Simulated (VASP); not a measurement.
## Ti4C5: single point with r2SCAN

Ti4C5, a slab with vacuum:

```
C Ti
1.0
     3.06036    0.00000    0.00000
    -1.53018    2.65035    0.00000
     0.00000    0.00000   27.74570
C Ti
5 4
Direct
  0.33333 0.66667 0.30635
  0.00000 0.00000 0.39641
  0.66667 0.33333 0.48691
  0.33333 0.66667 0.57860
  0.66667 0.33333 0.68868
  0.66667 0.33333 0.35138
  0.33333 0.66667 0.44144
  0.00000 0.00000 0.53011
  0.66667 0.33333 0.61767
```

| Property | Result |
| --- | --- |
| Program | VASP 6.6.1 |
| Task | single point |
| Functional | r2SCAN |
| Potentials or basis | VASP PAW PBE potentials, release 64 (C, Ti_sv) |
| Cutoff | 520 eV |
| k mesh | 12 × 12 × 1 |
| Occupations | gaussian, width 0.1 eV |
| Spin | no spin polarisation |
| Dipole correction | yes |
| Further INCAR settings | ALGO = Normal; EDIFF = 1e-07; NBANDS = 44 |

| Property | Result |
| --- | --- |
| Largest force | 0.954 eV/Å |
| Band gap on the k mesh | zero (bands 34 and 35 overlap by 0.84 eV) |
| Work function of the upper face | 7.41 eV |
| Work function of the lower face | 6.89 eV |

Forces in eV/Å, atoms in the order of the input:
```
C    0.000  0.000  0.954
C    0.000  0.000 -0.273
C    0.000  0.000 -0.009
C    0.000  0.000 -0.029
C    0.000  0.000  0.047
Ti   0.000  0.000 -0.767
Ti   0.000  0.000  0.028
Ti   0.000  0.000  0.014
Ti   0.000  0.000  0.035
```

Levels at points of the mesh, in eV from the Fermi level:
```tsv
k point	band 32	band 33	band 34	band 35	band 36	band 37
(0.00, 0.00, 0.00)	-0.06	0.54	0.54	1.07	1.07	1.56
(0.50, 0.00, 0.00)	-1.40	-1.35	-0.09	0.23	0.46	1.50
```

Wall time 54 min on 1 thread of Oxide Virtual Turin-like Processor (shared host), peak memory 0.45 GiB.

Caveat: the PAW data sets were made with another functional, which shifts forces and pressure a little.
